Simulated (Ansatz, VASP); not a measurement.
**One calculation of Li3Nb2O6, two programs**

INCAR

```
PREC = Accurate
ENCUT = 520
EDIFF = 1E-6
ISMEAR = 0
SIGMA = 0.05
LREAL = Auto
LASPH = True
NELM = 80
ALGO = Normal
ISIF = 2
LWAVE = False
LCHARG = True
GGA = PS
LELF = True
LVHAR = True
NBANDS = 88
```

Contents of KPOINTS:

```
Automatic mesh
0
Gamma
  6 6 1
```

The input POSCAR:

```
Li3Nb2O6
1.0
    5.1951977330      0.0000000000      0.0000000000
   -2.5975988665      4.4991732145      0.0000000000
    0.0000000000      0.0000000000     18.1187403668
Li O Nb
6 12 4
Direct
    0.3333333333      0.6666666667      0.2207658987
    0.0000000000      0.0000000000      0.2574017234
    0.0000000000      0.0000000000      0.4816820876
    0.6666666667      0.3333333333      0.5183179124
    0.6666666667      0.3333333333      0.7425982766
    0.3333333333      0.6666666667      0.7792341013
    0.3621923835      0.3790052278      0.3085844354
    0.6209947722      0.9831871558      0.3085844354
    0.0168128442      0.6378076165      0.3085844354
    0.6378076165      0.6209947722      0.4304993757
    0.3790052278      0.0168128442      0.4304993757
    0.9831871558      0.3621923835      0.4304993757
    0.0288590502      0.7123385611      0.5695006243
    0.2876614389      0.3165204891      0.5695006243
    0.6834795109      0.9711409498      0.5695006243
    0.3044742831      0.9543281056      0.6914155646
    0.0456718944      0.3501461776      0.6914155646
    0.6498538224      0.6955257169      0.6914155646
    0.6666666667      0.3333333333      0.3521722922
    0.3333333333      0.6666666667      0.3869115189
    0.3333333333      0.6666666667      0.6130884811
    0.0000000000      0.0000000000      0.6478277078
```

Input for Ansatz:

```yaml
crystal:
  lattice:
    - [5.195197733, 0.0, 0.0]
    - [-2.5975988665, 4.4991732145, 0.0]
    - [0.0, 0.0, 18.1187403668]
  atoms:
    - { symbol: Li, position: [0.3333333333, 0.6666666667, 0.2207658987] }
    - { symbol: Li, position: [0.0, 0.0, 0.2574017234] }
    - { symbol: O, position: [0.3621923835, 0.3790052278, 0.3085844354] }
    - { symbol: O, position: [0.6209947722, 0.9831871558, 0.3085844354] }
    - { symbol: O, position: [0.0168128442, 0.6378076165, 0.3085844354] }
    - { symbol: Nb, position: [0.6666666667, 0.3333333333, 0.3521722922] }
    - { symbol: Nb, position: [0.3333333333, 0.6666666667, 0.3869115189] }
    - { symbol: O, position: [0.6378076165, 0.6209947722, 0.4304993757] }
    - { symbol: O, position: [0.3790052278, 0.0168128442, 0.4304993757] }
    - { symbol: O, position: [0.9831871558, 0.3621923835, 0.4304993757] }
    - { symbol: Li, position: [0.0, 0.0, 0.4816820876] }
    - { symbol: Li, position: [0.6666666667, 0.3333333333, 0.5183179124] }
    - { symbol: O, position: [0.0288590502, 0.7123385611, 0.5695006243] }
    - { symbol: O, position: [0.2876614389, 0.3165204891, 0.5695006243] }
    - { symbol: O, position: [0.6834795109, 0.9711409498, 0.5695006243] }
    - { symbol: Nb, position: [0.3333333333, 0.6666666667, 0.6130884811] }
    - { symbol: Nb, position: [0.0, 0.0, 0.6478277078] }
    - { symbol: O, position: [0.3044742831, 0.9543281056, 0.6914155646] }
    - { symbol: O, position: [0.0456718944, 0.3501461776, 0.6914155646] }
    - { symbol: O, position: [0.6498538224, 0.6955257169, 0.6914155646] }
    - { symbol: Li, position: [0.6666666667, 0.3333333333, 0.7425982766] }
    - { symbol: Li, position: [0.3333333333, 0.6666666667, 0.7792341013] }
basis:
  ecutwfc: 420
kpoints:
  mp_grid: { grid: [6, 6, 1] }
hamiltonian:
  xc: pbesol
scf:
  occupations: { method: gaussian, width: 0.05 }
output:
  forces: true
  stress: true
  eigenvalues: true
```

Alike in both runs: task single point; functional PBEsol; k mesh 6 × 6 × 1; occupations gaussian, width 0.05 eV; no spin polarisation.

|  | VASP | Ansatz |
| --- | --- | --- |
| version | VASP 6.6.1 | Ansatz 0.2.0 |
| potentials or method | VASP PAW PBE potentials, release 64 (Li_sv, O, Nb_sv), cutoff 520 eV | scalar-relativistic, plane waves, PAW |
| valence electrons in the cell | 142 | 142 |

```csv
,VASP,Ansatz,Ansatz less VASP
gap on the k mesh at the Fermi level (eV),none,none,-
rms of the force components (eV/Å),0.511,0.503,-0.0079
```

VASP's potentials were made for PBE, not for PBEsol. A gap of «none» marks a metal or a gap that the smearing closes. The functional is the same, so the differences come from potentials, cutoffs and numerics.

Noted on VASP's run: the cutoff is short for stress, so the pressure is rough.
